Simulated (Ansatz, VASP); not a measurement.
## Cu: VASP beside Ansatz

The input INCAR:

```
ALGO     = Normal         # electronic algorithm
EDIFF    = 1E-7           # SCF threshold, eV
EDIFFG   = -0.01          # ionic threshold
ENCUT    = 600            # plane-wave cutoff, eV
GGA      = PS             # functional
GGA_COMPAT= F            
IBRION   = 2              # ionic algorithm
ISIF     = 3              # what is computed and relaxed
ISMEAR   = 1              # smearing method
LASPH    = T              # aspherical terms in the spheres
LCHARG   = F              # write CHGCAR
LREAL    = F              # projectors in reciprocal space
LWAVE    = F              # write WAVECAR
NELM     = 120            # most SCF steps
NELMIN   = 4            
NSW      = 50             # ionic steps
PREC     = Accurate       # precision mode
SIGMA    = 0.1            # smearing width, eV
```

The input KPOINTS:

```
k-points
0
Gamma
  11 11 3
```

File POSCAR:

```
Cu
1.0
    2.5307640000      0.0000000000      0.0000000000
   -1.2653820000      2.1917060000      0.0000000000
    0.0000000000      0.0000000000      8.2618150000
Cu
4
Direct
    0.0000000000      0.0000000000      0.0000000000
    0.3333333333      0.6666666667      0.2500000000
    0.0000000000      0.0000000000      0.5000000000
    0.6666666667      0.3333333333      0.7500000000
```

Input for Ansatz:

```yaml
crystal:
  lattice:
    - [2.530764, 0.0, 0.0]
    - [-1.265382, 2.191706, 0.0]
    - [0.0, 0.0, 8.261815]
  atoms:
    - { symbol: Cu, position: [0.0, 0.0, 0.0] }
    - { symbol: Cu, position: [0.33333333333333337, 0.6666666666666666, 0.25] }
    - { symbol: Cu, position: [0.0, 0.0, 0.5] }
    - { symbol: Cu, position: [0.6666666666666666, 0.3333333333333333, 0.75] }
basis:
  ecutwfc: 550.0
kpoints:
  mp_grid:
    grid: [11, 11, 3]
hamiltonian:
  xc: pbesol
  dispersion: none
scf:
  occupations:
    method: methfessel_paxton
relax:
  max_steps: 30
  cell: {}
```

Alike in both runs: task relaxation of cell and atoms; functional PBEsol; k mesh 11 × 11 × 3; no spin polarisation.

|  | VASP | Ansatz |
| --- | --- | --- |
| version | VASP 6.6.1 | Ansatz 0.2.0 |
| potentials or method | VASP PAW PBE potentials, release 64 (Cu), cutoff 600 eV | plane waves, PAW |
| occupations | methfessel-paxton of order 1, width 0.1 eV | methfessel-paxton of order 1 |
| valence electrons in the cell | 44 | 76 |

|  | VASP | Ansatz | Ansatz less VASP |
| --- | --- | --- | --- |
| relaxed volume (Å³/atom) | 11.34 | 11.29 | -0.054 |
| relaxed cell length with the largest relative difference (Å) | 8.274 | 8.258 | -0.0153 |

VASP's potentials were made for PBE, not for PBEsol. VASP's potentials hold 44 valence electrons a cell and Ansatz's 76, so a difference there can come from the potentials and not from the codes.
